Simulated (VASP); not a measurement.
# Al (Im-3m) in VASP: settings compared, part 2 of 2

VASP 6.6.1.

## Step 3: Relaxation of cell and atoms, PBE+D4

INCAR

```
ALGO = Normal
EDIFF = 1E-6
EDIFFG = -0.01
ENCUT = 600
GGA = PE
IBRION = 2
ISIF = 3
ISMEAR = -1
IVDW = 13
LASPH = T
LCHARG = F
LREAL = F
LWAVE = F
NELM = 60
NSW = 60
PREC = Accurate
SIGMA = 0.05
```

KPOINTS

```
k-points
0
Gamma
  12 12 12
```

POSCAR

```
Al
1.0
   -1.5912186900      1.5912186900      1.5912186900
    1.5912186900     -1.5912186900      1.5912186900
    1.5912186900      1.5912186900     -1.5912186900
Al
1
Direct
    0.0000000000      0.0000000000      0.0000000000
```

Potentials or basis: VASP PAW PBE potentials, release 64 (Al).

Command:

```
cat potpaw_PBE.64/Al/POTCAR > POTCAR
mpirun -np 1 vasp_std > vasp.out
```

OUTCAR:

```text
EDIFF = 1E-6
   EDIFFG = -0.01
   ENCUT = 600
   GGA = PE
   IBRION = 2
   ISIF = 3
   ISMEAR = -1
   IVDW = 13
   LASPH = T
   LREAL = F
   NELM = 60
   NSW = 60
   PREC = Accurate

 ion  position               nearest neighbor table
   1  0.000  0.000  0.000-

  LATTYP: Found a body centered cubic cell.
 ALAT       =     3.1824373800

  Lattice vectors:

 A1 = (  -1.5912186900,   1.5912186900,   1.5912186900)
 A2 = (   1.5912186900,  -1.5912186900,   1.5912186900)
 A3 = (   1.5912186900,   1.5912186900,  -1.5912186900)

Analysis of symmetry for initial positions (statically):
=====================================================================
 Subroutine PRICEL returns:
 Original cell was already a primitive cell.

 Routine SETGRP: Setting up the symmetry group for a
 body centered cubic supercell.

 Subroutine GETGRP returns: Found 48 space group operations
[... 9 lines left out ...]

 Routine SETGRP: Setting up the symmetry group for a
 body centered cubic supercell.

 Subroutine GETGRP returns: Found 48 space group operations
[... 11 lines left out ...]
                                     Primitive cell

  volume of cell :      16.1157

  direct lattice vectors                    reciprocal lattice vectors
    -1.591218690  1.591218690  1.591218690     0.000000000  0.314224565  0.314224565
     1.591218690 -1.591218690  1.591218690     0.314224565  0.000000000  0.314224565
     1.591218690  1.591218690 -1.591218690     0.314224565  0.314224565  0.000000000

  length of vectors
     2.756071617  2.756071617  2.756071617     0.444380641  0.444380641  0.444380641

  position of ions in fractional coordinates (direct lattice)
     0.000000000  0.000000000  0.000000000

  ion indices of the primitive-cell ions
   primitive index   ion index
                 1           1

[... 144 lines left out ...]

 POSITION                                       TOTAL-FORCE (eV/Angst)
 -----------------------------------------------------------------------------------
      0.00000      0.00000      0.00000         0.000000     -0.000000      0.000000
 -----------------------------------------------------------------------------------
    total drift:                                0.000000      0.000000      0.000000

  FREE ENERGIE OF THE ION-ELECTRON SYSTEM (eV)
  ---------------------------------------------------
  free  energy   TOTEN  =        -3.9885754820 eV

  energy  without entropy=       -3.9844598013  energy(sigma->0) =       -3.98651764

--------------------------------------- Ionic step        2  -------------------------------------------

 number of electron       3.0000000 magnetization

 Free energy of the ion-electron system (eV)
  ---------------------------------------------------
  ext. energy  EPLUGINS =         0.00000000
  ---------------------------------------------------
  free energy    TOTEN  =        -3.63990278 eV

  energy without entropy =       -3.63582044  energy(sigma->0) =       -3.63786161

 E-fermi :   8.1625     XC(G=0): -10.2630

 val. band max:        8.1021890612   @ k =  -0.4167  -0.4167   0.2500
 cond. band min:       8.1748520564   @ k =   0.3333   0.2500   0.0833
 fundamental gap:      0.0726629951
 Fermi energy:         8.1624726869

 k-point     1 :       0.0000    0.0000    0.0000
  band No.  band energies     occupation
      1      -3.0690      2.00000
      2      21.5543      0.00000
      3      21.5543      0.00000
      4      21.5543      0.00000
      5      23.1355      0.00000
[... 177 lines left out ...]
 k-point    24 :       0.4167    0.0833    0.0833
  band No.  band energies     occupation
      1       4.1717      2.00000
      2       4.6958      2.00000
      3      13.1562      0.00000
      4      13.8624      0.00000
      5      22.2804      0.00000

 [... further k-points ...]

------------------------ aborting loop because EDIFF is reached ----------------------------------------

  DFT-D4 for vdW energy calculation

  Edisp (eV):   -0.34880

  FORCE on cell =-STRESS in cart. coord.  units (eV):
  Direction    XX          YY          ZZ          XY          YZ          ZX
  --------------------------------------------------------------------------------------
  -------------------------------------------------------------------------------------
  Total      -0.00516    -0.00516    -0.00516     0.00000    -0.00000     0.00000
  in kB      -0.51009    -0.51009    -0.51009     0.00000    -0.00000     0.00000
  external pressure =       -0.51 kB  Pullay stress =        0.00 kB

 VOLUME and BASIS-vectors are now :
 -----------------------------------------------------------------------------
  energy-cutoff  :      600.00
  volume of cell :       16.22
      direct lattice vectors                 reciprocal lattice vectors
    -1.594703421  1.594703421  1.594703421     0.000000000  0.313537924  0.313537924
     1.594703421 -1.594703421  1.594703421     0.313537924  0.000000000  0.313537924
     1.594703421  1.594703421 -1.594703421     0.313537924  0.313537924  0.000000000

 POSITION                                       TOTAL-FORCE (eV/Angst)
 -----------------------------------------------------------------------------------
      0.00000      3.18941      0.00000        -0.000000     -0.000000     -0.000000
 -----------------------------------------------------------------------------------
    total drift:                                0.000000      0.000000     -0.000000

  FREE ENERGIE OF THE ION-ELECTRON SYSTEM (eV)
  ---------------------------------------------------
  free  energy   TOTEN  =        -3.9887053187 eV

  energy  without entropy=       -3.9846229766  energy(sigma->0) =       -3.98666415

 reached required accuracy - stopping structural energy minimisation
```

OSZICAR:

```text
N       E                     dE             d eps       ncg     rms          rms(c)
DAV:   1    -0.100416072857E+01   -0.10042E+01   -0.87570E+02   740   0.366E+02
DAV:   2    -0.363675808641E+01   -0.26326E+01   -0.23832E+01   915   0.331E+01
DAV:   3    -0.366251929552E+01   -0.25761E-01   -0.25715E-01  1025   0.391E+00
DAV:   4    -0.366260150753E+01   -0.82212E-04   -0.82211E-04  1040   0.181E-01
DAV:   5    -0.366260195579E+01   -0.44825E-06   -0.44853E-06  1010   0.845E-03    0.129E+00
DAV:   6    -0.364783323170E+01    0.14769E-01   -0.18813E-03   945   0.316E-01    0.741E-01
DAV:   7    -0.363757138604E+01    0.10262E-01   -0.56222E-03   875   0.511E-01    0.144E-01
DAV:   8    -0.363756632004E+01    0.50660E-05   -0.31025E-05  1135   0.548E-02    0.927E-03
DAV:   9    -0.363756506464E+01    0.12554E-05   -0.65924E-07   955   0.553E-03    0.939E-04
DAV:  10    -0.363756463891E+01    0.42573E-06   -0.76352E-09   685   0.841E-04
   1 F= -.39885755E+01 E0= -.39865176E+01  d E =-.398858E+01
       N       E                     dE             d eps       ncg     rms          rms(c)
DAV:   1    -0.363992148354E+01   -0.23564E-02   -0.21771E-03   955   0.292E-01    0.391E-02
DAV:   2    -0.363991101591E+01    0.10468E-04   -0.15174E-05   865   0.360E-02    0.149E-02
DAV:   3    -0.363990343585E+01    0.75801E-05   -0.22163E-06   940   0.986E-03    0.453E-03
DAV:   4    -0.363990278116E+01    0.65469E-06   -0.17002E-07   495   0.274E-03
   2 F= -.39887053E+01 E0= -.39866641E+01  d E =-.129837E-03
```

CONTCAR:

```text
Al
   1.00000000000000
    -1.5947034207786916    1.5947034207786916    1.5947034207786916
     1.5947034207786916   -1.5947034207786916    1.5947034207786916
     1.5947034207786916    1.5947034207786916   -1.5947034207786916
  Al
     1
Direct
     1.0000000000000000    0.0000000000000000    1.0000000000000000

  0.00000000E+00  0.00000000E+00  0.00000000E+00
```

Run time: 5.3 s. Hardware: 1 thread of Intel Xeon 6975P-C (Granite Rapids), shared host; peak memory 0.13 GiB.

Results:

* Free energy: -3.9887 eV
* Relaxed volume: 16.22 Å³/atom
* Relaxed cell: a = 2.762 Å, b = 2.762 Å, c = 2.762 Å, α = 109.47°, β = 109.47°, γ = 109.47°
* Space group after relaxing (to 0.05 Å): Im-3m (No. 229)
* Energy gained by relaxing: 0.1 meV/atom
* Ionic steps: 2
* Pressure after relaxing: -0.1 GPa
* Dispersion energy per atom: -0.349 eV

Step by step:
| step | energy change (eV) | largest force (eV/Å) | pressure (GPa) | volume (Å³) |
| --- | --- | --- | --- | --- |
| 1 | 0.0000 | 0.0000 | 0.45 | 16.12 |
| 2 | -0.0001 | 0.0000 | -0.05 | 16.22 |

Final structure:
```
Al
1.0
    -1.59470    1.59470    1.59470
     1.59470   -1.59470    1.59470
     1.59470    1.59470   -1.59470
Al
1
Cartesian
  0.0000 3.1894 0.0000
```

Caveat: pairwise dispersion overbinds metals, which lowers pressure and volume.

## Step 4: Relaxation of cell and atoms, PBEsol+D3(BJ)

INCAR

```
SYSTEM = Al
PREC     = Accurate       ! precision mode
ENCUT    = 600            ! plane-wave cutoff, eV
EDIFF    = 1E-6           ! SCF threshold, eV
ISMEAR   = -1             ! smearing method
SIGMA    = 0.05           ! smearing width, eV
LREAL    = .FALSE.        ! projectors in reciprocal space
LASPH    = .TRUE.         ! aspherical terms in the spheres
NELM     = 100            ! most SCF steps
ALGO     = Normal         ! electronic algorithm
ISIF     = 3              ! what is computed and relaxed
LWAVE    = .FALSE.        ! write WAVECAR
LCHARG   = .FALSE.        ! write CHGCAR
GGA      = PS             ! functional
IVDW     = 12             ! dispersion correction
IBRION   = 2              ! ionic algorithm
NSW      = 60             ! ionic steps
EDIFFG   = -0.01          ! ionic threshold
```

KPOINTS

```
Automatic mesh
0
G
  12 12 12
  0 0 0
```

POSCAR is that of step 3.

Potentials or basis: VASP PAW PBE potentials, release 64 (Al).

Command:

```
cat potpaw_PBE.64/Al/POTCAR > POTCAR
mpirun -np 1 vasp_std > vasp.out
```

OUTCAR:

```text
SYSTEM = Al
   PREC = Accurate
   ENCUT = 600
   EDIFF = 1E-6
   ISMEAR = -1
   LREAL = .FALSE.
   LASPH = .TRUE.
   NELM = 100
   ISIF = 3
   GGA = PS
   IVDW = 12
   IBRION = 2
   NSW = 60
   EDIFFG = -0.01
 IVDW          = 12

 ion  position               nearest neighbor table
   1  0.000  0.000  0.000-

  LATTYP: Found a body centered cubic cell.
 ALAT       =     3.1824373800

  Lattice vectors:

 A1 = (  -1.5912186900,   1.5912186900,   1.5912186900)
 A2 = (   1.5912186900,  -1.5912186900,   1.5912186900)
 A3 = (   1.5912186900,   1.5912186900,  -1.5912186900)

Analysis of symmetry for initial positions (statically):
=====================================================================
 Subroutine PRICEL returns:
 Original cell was already a primitive cell.

 Routine SETGRP: Setting up the symmetry group for a
[... 172 lines left out ...]

 E8    (eV) :    -0.2192
[... 69 lines left out ...]
--------------------------------------- Ionic step        3  -------------------------------------------

 number of electron       3.0000000 magnetization

 Free energy of the ion-electron system (eV)
  ---------------------------------------------------
  ext. energy  EPLUGINS =         0.00000000
  ---------------------------------------------------
  free energy    TOTEN  =        -3.98343856 eV

  energy without entropy =       -3.97925114  energy(sigma->0) =       -3.98134485

 E-fermi :   8.3210     XC(G=0): -10.3936

 val. band max:        8.3059407699   @ k =  -0.4167  -0.4167   0.2500
 cond. band min:       8.3435175459   @ k =   0.3333   0.2500   0.0833
 fundamental gap:      0.0375767760
 Fermi energy:         8.3209744803

 k-point     1 :       0.0000    0.0000    0.0000
  band No.  band energies     occupation
      1      -3.0458      2.00000
      2      21.7963      0.00000
      3      21.7963      0.00000
      4      21.7963      0.00000
      5      23.5507      0.00000
[... 177 lines left out ...]
 k-point    24 :       0.4167    0.0833    0.0833
  band No.  band energies     occupation
      1       4.2568      2.00000
      2       4.8316      2.00000
      3      13.3300      0.00000
      4      14.1294      0.00000
      5      22.5769      0.00000

 [... further k-points ...]

------------------------ aborting loop because EDIFF is reached ----------------------------------------

 Edisp (eV)   -0.32961

 E8    (eV) :    -0.2220
[... 24 lines left out ...]
  FREE ENERGIE OF THE ION-ELECTRON SYSTEM (eV)
  ---------------------------------------------------
  free  energy   TOTEN  =        -4.3130443573 eV

  energy  without entropy=       -4.3088569384  energy(sigma->0) =       -4.31095065

 reached required accuracy - stopping structural energy minimisation
```

Run time: 4.2 s. Hardware: 1 thread of Intel Xeon 6975P-C (Granite Rapids), shared host; peak memory 0.14 GiB.

Results:

| Property | Result |
| --- | --- |
| Free energy | -4.3130 eV |
| Relaxed volume | 15.91 Å³/atom |
| Relaxed cell | a = 2.745 Å, b = 2.745 Å, c = 2.745 Å, α = 109.47°, β = 109.47°, γ = 109.47° |
| Space group after relaxing (to 0.05 Å) | Im-3m (No. 229) |
| Energy gained by relaxing | 0.6 meV/atom |
| Ionic steps | 3 |
| Pressure after relaxing | 0.0 GPa |
| Dispersion energy per atom | -0.330 eV |

Step by step:
```csv
step,energy change (eV),largest force (eV/Å),pressure (GPa),volume (Å³)
1,0.0000,0.0000,-0.98,16.12
2,-0.0006,0.0000,0.13,15.89
3,-0.0006,0.0000,0.02,15.91
```

Final structure:
```xyz
1
Lattice="-1.5845 1.5845 1.5845 1.5845 -1.5845 1.5845 1.5845 1.5845 -1.5845" Properties=species:S:1:pos:R:3 pbc="T T T"
Al    0.0000    0.0000    0.0000
```

Caveat: the PAW data sets were made with another functional, which shifts forces and pressure a little; pairwise dispersion overbinds metals, which lowers pressure and volume.

## Step 5: Summary

```tsv
level	gap on the mesh (eV)	pressure (GPa)	relaxed volume (Å³/atom)
BLYP	none	-0.1	18.23
PBE+D4	none	-0.1	16.22
PBEsol+D3(BJ)	none	0.0	15.91
```

Alike in all rows: task relaxation of cell and atoms; potentials or basis VASP PAW PBE potentials, release 64 (Al); no spin polarisation; cell relaxed; k mesh 12 × 12 × 12; cutoff (eV) 600; smearing fermi-dirac 0.05 eV.

Caveats: the PAW data sets were made with another functional, which shifts forces and pressure a little (some runs); pairwise dispersion overbinds metals, which lowers pressure and volume (some runs).

Total energies depend on the potentials used, so only differences within one code and one set of settings carry meaning.
